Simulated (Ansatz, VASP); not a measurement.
**One calculation of Si2Ni, two programs**

```
Si Ni
1.0
     3.52431    0.00000    0.00000
     0.00000    3.52431    0.00000
     0.00000    0.00000    6.27285
Si Ni
4 2
Direct
  0.00000 0.00000 0.00000
  0.50000 0.50000 0.00000
  0.00000 0.50000 0.38325
  0.50000 0.00000 0.61675
  0.00000 0.50000 0.75368
  0.50000 0.00000 0.24632
```

Alike in both runs: task relaxation of cell and atoms; functional PBE; k mesh 10 × 10 × 6; occupations gaussian, width 0.1 eV; no spin polarisation.

|  | VASP | Ansatz |
| --- | --- | --- |
| version | VASP 6.6.1 | Ansatz 0.2.0 |
| potentials or method | VASP PAW PBE potentials, release 64 (Si, Ni), cutoff 600 eV | scalar-relativistic, plane waves, PAW |
| valence electrons in the cell | 36 | 52 |

```csv
,VASP,Ansatz,Ansatz less VASP
"gap on the k mesh at the Fermi level, each at its own relaxed structure (eV)",none,none,-
relaxed volume (Å³/atom),12.94,12.94,+0.004
relaxed cell length with the largest relative difference (Å),6.224,6.219,-0.0050
```

A gap of «none» marks a metal or a gap that the smearing closes. VASP's potentials hold 36 valence electrons a cell and Ansatz's 52, so a difference there can come from the potentials and not from the codes.
